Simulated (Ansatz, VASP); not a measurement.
**One calculation of TePb, two programs**

```
Pb Te
1.0
     0.00000    3.33193    3.33193
     3.33193    0.00000    3.33193
     3.33193    3.33193    0.00000
Pb Te
1 1
Cartesian
  0.0000 0.0000 0.0000
  3.3319 3.3319 3.3319
```

Alike in both runs: task single point; functional r2SCAN; k mesh 6 × 6 × 6; no spin polarisation.

```csv
,VASP,Ansatz
version,VASP 6.6.1,Ansatz 0.2.0
potentials or method,"VASP PAW PBE potentials, release 64 (Pb_d, Te)","plane waves, PAW"
plane-wave cutoff (eV),520,500
occupations,"gaussian, width 0.01 eV",fixed
valence electrons in the cell,20,30
```

```csv
,VASP,Ansatz,Ansatz less VASP
gap on the k mesh at the Fermi level (eV),1.20,1.19,-0.003
pressure (GPa),-2.2,-2.2,+0.01
```

VASP's potentials were made for PBE, not for r2SCAN. VASP's potentials hold 20 valence electrons a cell and Ansatz's 30, so a difference there can come from the potentials and not from the codes.

Neither program's run includes spin-orbit coupling.
